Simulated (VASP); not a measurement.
A run of VASP 6.6.1 is set up as follows.

The input POSCAR:

```
ZrO2
1.0
    2.5445789638      2.5445789638      0.0000000000
   -2.5445789638      2.5445789638      0.0000000000
    0.0000000000      0.0000000000      5.0891579276
Zr O
2 4
Direct
    0.0000000000      0.0000000000      0.0000000000
    0.5000000000      0.5000000000      0.5000000000
    0.0000000000      0.5000000000      0.7500000000
    0.5000000000      0.0000000000      0.7500000000
    0.5000000000      0.0000000000      0.2500000000
    0.0000000000      0.5000000000      0.2500000000
```

The input INCAR.step1:

```
ALGO = Normal
EDIFF = 1E-5
ENCUT = 660
GGA = PE
GGA_COMPAT = F
ISMEAR = 0
LASPH = T
LCHARG = F
LREAL = F
LWAVE = T
NBANDS = 33
NELM = 120
PREC = Accurate
SIGMA = 0.02
```

File INCAR.step2:

```
ALGO = Normal
EDIFF = 1E-6
ENCUT = 660
GGA_COMPAT = F
ISIF = 2
ISMEAR = 0
ISTART = 1
LASPH = T
LCHARG = F
LMIXTAU = T
LREAL = F
LWAVE = F
METAGGA = R2SCAN
NBANDS = 33
NELM = 120
PREC = Accurate
SIGMA = 0.02
```

Contents of KPOINTS:

```
k-points
0
Gamma
  6 6 6
```

Potentials or basis: VASP PAW PBE potentials, release 64 (Zr_sv, O).

Run with:

```console
$ cat potpaw_PBE.64/Zr_sv/POTCAR potpaw_PBE.64/O/POTCAR > POTCAR
$ cp INCAR.step1 INCAR
$ mpirun -np 1 vasp_std > vasp.out
$ cp INCAR.step2 INCAR
$ mpirun -np 1 vasp_std > vasp.out
```

**Question.** Estimate the pressure.

**Answer.** 0.1 GPa.

**Question.** What does it give for the band gap on the k mesh?

**Answer.** 3.87 eV.

Caveat: the PAW data sets were made with another functional, which shifts forces and pressure a little. A k mesh can miss the band edges.
